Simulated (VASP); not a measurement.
Wanted: the native input for a VASP 6.6.1 run.

- Task: single point
- Functional: PBE
- Potentials or basis: VASP PAW PBE potentials, release 64 (Sn_d, Se)
- Cutoff: 520 eV
- k mesh: 10 × 10 × 10
- Occupations: gaussian, width 0.02 eV
- Spin: no spin polarisation
- Dipole correction: no
- Further INCAR settings: ALGO = Normal; EDIFF = 1e-06; NBANDS = 17

The structure of SnSe lies in POSCAR:

```
SnSe
1.0
    0.0000000000      3.0902535803      3.0902535803
    3.0902535803      0.0000000000      3.0902535803
    3.0902535803      3.0902535803      0.0000000000
Sn Se
1 1
Direct
    0.0000000000      0.0000000000      0.0000000000
    0.5000000000      0.5000000000      0.5000000000
```

This cell differs from its parent crystal: volume scaled by 1.06.

The input as run:

INCAR

```
  ALGO = Normal
  EDIFF = 1E-6
  ENCUT = 520
  GGA = PE
  ISIF = 2
  ISMEAR = 0
  LASPH = True
  LCHARG = False
  LREAL = False
  LWAVE = False
  NBANDS = 17
  NELM = 80
  PREC = Accurate
  SIGMA = 0.02
```

KPOINTS

```
k-points
0
Gamma
  10 10 10
```

Potentials or basis: VASP PAW PBE potentials, release 64 (Sn_d, Se).

The run is started by

```console
$ cat potpaw_PBE.64/Sn_d/POTCAR potpaw_PBE.64/Se/POTCAR > POTCAR
$ mpirun -np 1 vasp_std > vasp.out
```

It gave:

```
Pressure               : -2.5 GPa
Band gap on the k mesh : 0.26 eV, direct
```

Caveat: spin-orbit coupling is left out, which moves the levels of the heavy elements.

Run time: 20 s on 1 thread of Intel(R) Xeon(R) Platinum 8559C (Emerald Rapids), with other jobs on the host, peak memory 0.22 GiB.
